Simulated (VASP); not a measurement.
Mg2Ti2N: relaxation of the atoms with LDA

System: Mg2Ti2N, a slab with vacuum.

```
CELL_PARAMETERS angstrom
2.89434 0.00000 0.00000
-1.44717 2.50657 0.00000
0.00000 0.00000 22.88838
ATOMIC_POSITIONS crystal
Mg 0.00000 0.00000 0.28399
Mg 0.00000 0.00000 0.51375
Ti 0.66667 0.33333 0.39887
Ti 0.66667 0.33333 0.62863
N 0.16667 0.33333 0.71601
```

```yaml
Program: VASP 6.6.1
Task: relaxation of the atoms
Functional: LDA
Potentials_or_basis: VASP PAW LDA potentials, release 64 (Mg, Ti_sv, N)
Cutoff: 520 eV
k_mesh: 7 × 7 × 1
Occupations: fermi-dirac, width 0.1 eV
Spin: no spin polarisation
Dipole_correction: yes
Atoms_held_fixed_from_0: "[0, 1, 2, 3]"
Further_INCAR_settings: ALGO = Normal; EDIFF = 1e-07; NELMDL = -8; IBRION = 2; EDIFFG = -0.05; NSW = 45
```

```yaml
Band_gap_on_the_k_mesh: zero (an odd number of electrons rules out a gap without spin polarisation)
```

Final structure:
```
Mg Ti N
1.0
     2.89434    0.00000    0.00000
    -1.44717    2.50657    0.00000
     0.00000    0.00000   22.88838
Mg Ti N
2 2 1
Direct
  0.00000 0.00000 0.28399
  0.00000 0.00000 0.51375
  0.66667 0.33333 0.39887
  0.66667 0.33333 0.62863
  0.16673 0.33347 0.67275
```

Levels at points of the mesh, in eV from the Fermi level:
| k point | band 13 | band 14 | band 15 | band 16 | band 17 | band 18 | band 19 | band 20 |
| --- | --- | --- | --- | --- | --- | --- | --- | --- |
| (0.00, 0.00, 0.00) | -3.46 | -2.45 | -1.61 | -0.70 | -0.11 | 0.09 | 1.02 | 1.02 |

It took 13 min on 1 thread of Intel(R) Xeon(R) Platinum 8259CL CPU @ 2.50GHz (Skylake/Cascade Lake), on a shared host, peak memory 0.29 GiB.
